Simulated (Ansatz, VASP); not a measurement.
# One calculation of CaO, two programs

```
CELL_PARAMETERS angstrom
3.83471 0.00000 0.00000
-1.91735 3.32095 0.00000
0.00000 0.00000 8.14670
ATOMIC_POSITIONS crystal
Ca 0.16331 0.83669 0.66667
Ca 0.16331 0.32662 0.33333
Ca 0.67338 0.83669 0.00000
O 0.83571 0.16429 0.66667
O 0.83571 0.67142 0.33333
O 0.32858 0.16429 0.00000
```

Alike in both runs: functional PBE; k mesh 12 × 12 × 4; occupations gaussian, width 0.02 eV; no spin polarisation.

Ansatz relaxed the structure, and its values are those at the end. VASP's run is a single point on that final structure, the one shown.

|  | VASP | Ansatz |
| --- | --- | --- |
| version | VASP 6.6.1 | Ansatz 0.2.0 |
| potentials or method | VASP PAW PBE potentials, release 64 (Ca_sv, O), cutoff 520 eV | scalar-relativistic, plane waves, PAW |
| valence electrons in the cell | 48 | 48 |

Ansatz gave:

```
gap on the k mesh at the Fermi level (eV) : 2.18
least direct gap on the mesh (eV)         : 2.18
pressure (GPa)                            : 0.0
rms of the force components (eV/Å)        : 0.002
```

Task: What did VASP give for the same quantities?

Result: gap on the k mesh at the Fermi level (eV): 2.17; least direct gap on the mesh (eV): 2.17; pressure (GPa): 0.5; rms of the force components (eV/Å): 0.009.
